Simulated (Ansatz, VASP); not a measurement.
Tl in VASP and in Ansatz

The input INCAR:

```
SYSTEM = Tl
  PREC = Accurate
  ENCUT = 600
  EDIFF = 1E-6
  ISMEAR = -1
  SIGMA = 0.05
  LREAL = .FALSE.
  LASPH = .TRUE.
  NELM = 100
  ALGO = Normal
  ISIF = 3
  LWAVE = .FALSE.
  LCHARG = .FALSE.
  GGA = PS
  IBRION = 2
  NSW = 100
  EDIFFG = -0.01
```

The input KPOINTS:

```
regular mesh
0
G
  7 7 4
  0 0 0
```

File POSCAR:

```
Tl
1.0
    3.4560000000      0.0000000000      0.0000000000
   -1.7280000000      2.9929837955      0.0000000000
    0.0000000000      0.0000000000      5.5250000000
Tl
2
Direct
    0.3513982333      0.7467358067      0.2337848200
    0.6997574067      0.2654217733      0.8133885700
```

Input for Ansatz:

```yaml
crystal:
  lattice:
    - [3.456, 0.0, 0.0]
    - [-1.728, 2.9929837955, 0.0]
    - [0.0, 0.0, 5.525]
  atoms:
    - { symbol: Tl, position: [0.3513982333, 0.7467358067, 0.23378482] }
    - { symbol: Tl, position: [0.6997574067, 0.2654217733, 0.81338857] }
kpoints:
  mp_grid: { grid: [7, 7, 4] }
scf:
  occupations: { method: fermi_dirac, width: 0.05 }
hamiltonian:
  xc: pbesol
  pseudopotentials: { kind: paw }
output:
  forces: true
  stress: true
  efg: { contact_densities: true }
relax:
  f_tol: 0.01
  max_steps: 80
  cell: {}
```

Alike in both runs: task relaxation of cell and atoms; functional PBEsol; k mesh 7 × 7 × 4; occupations fermi-dirac, width 0.05 eV; no spin polarisation.

|  | VASP | Ansatz |
| --- | --- | --- |
| version | VASP 6.6.1 | Ansatz 0.2.0 |
| potentials or method | VASP PAW PBE potentials, release 64 (Tl_d) | PAW with Ansatz's default frozen-core files, scalar-relativistic |
| plane-wave cutoff (eV) | 600 | 420 |
| valence electrons in the cell | 26 | 26 |

|  | VASP | Ansatz | Ansatz less VASP |
| --- | --- | --- | --- |
| relaxed volume (Å³/atom) | 28.66 | 28.77 | +0.112 |
| relaxed cell length with the largest relative difference (Å) | 5.569 | 5.222 | -0.3464 |

VASP's potentials were made for PBE, not for PBEsol. One of these differences is far larger than is usual between the two programs; its cause wasn't traced.

Spin-orbit coupling is off throughout.
